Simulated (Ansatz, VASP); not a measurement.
# One calculation of ReCl, two programs

File INCAR:

```
SYSTEM = ReCl
PREC = Accurate
ENCUT = 600
EDIFF = 1E-7
ISMEAR = 0
SIGMA = 0.1
LREAL = .False.
LASPH = .True.
NELM = 100
ALGO = Normal
ISIF = 3
LWAVE = .False.
LCHARG = .False.
GGA = PE
IBRION = 2
NSW = 100
EDIFFG = -0.01
```

The input KPOINTS:

```
Automatic mesh
0
Gamma
  18 18 6
  0 0 0
```

POSCAR

```
ReCl
1.0
    2.9386201824      0.0000000000      0.0000000000
   -1.4693100912      2.5449197300      0.0000000000
    0.0000000000      0.0000000000      8.3416303471
Re Cl
2 2
Direct
    0.3333333333      0.6666666667      0.0542664869
    0.6666666667      0.3333333333      0.5542664869
    0.3333333333      0.6666666667      0.3278335131
    0.6666666667      0.3333333333      0.8278335131
```

Input for Ansatz:

```yaml
crystal:
  lattice:
    - [2.9386201824, 0.0, 0.0]
    - [-1.4693100912, 2.54491973, 0.0]
    - [0.0, 0.0, 8.3416303471]
  atoms:
    - { symbol: Re, position: [0.3333333333, 0.6666666667, 0.0542664869] }
    - { symbol: Re, position: [0.6666666667, 0.3333333333, 0.5542664869] }
    - { symbol: Cl, position: [0.3333333333, 0.6666666667, 0.3278335131] }
    - { symbol: Cl, position: [0.6666666667, 0.3333333333, 0.8278335131] }
basis:
  ecutwfc: 420
kpoints:
  mp_grid: { grid: [18, 18, 6] }
hamiltonian:
  xc: pbe
scf:
  occupations: { method: gaussian, width: 0.1 }
output:
  forces: true
  stress: true
  eigenvalues: true
relax:
  adjacent_minimum: "off"
  f_tol: 0.01
  max_steps: 80
  cell: { stress_tol: 0.05 }
```

Alike in both runs: task relaxation of cell and atoms; functional PBE; k mesh 18 × 18 × 6; occupations gaussian, width 0.1 eV; no spin polarisation.

|  | VASP | Ansatz |
| --- | --- | --- |
| version | VASP 6.6.1 | Ansatz 0.2.0 |
| potentials or method | VASP PAW PBE potentials, release 64 (Re, Cl), cutoff 600 eV | scalar-relativistic, plane waves, PAW |
| valence electrons in the cell | 28 | 44 |

|  | VASP | Ansatz | Ansatz less VASP |
| --- | --- | --- | --- |
| gap on the k mesh at the Fermi level, each at its own relaxed structure (eV) | none | none | - |
| relaxed volume (Å³/atom) | 21.32 | 23.69 | +2.367 |
| relaxed length of the cell vector where the two differ most in proportion (Å) | 12.615 | 13.997 | +1.3820 |

A gap of «none» marks a metal or a gap that the smearing closes. One of these differences is far larger than is usual between the two programs; its cause wasn't traced. VASP's potentials hold 28 valence electrons a cell and Ansatz's 44, so a difference there can come from the potentials and not from the codes.

Spin-orbit coupling is off throughout. Noted on VASP's run: the volume moved by over 15 % at a fixed basis, so the end points are rough.
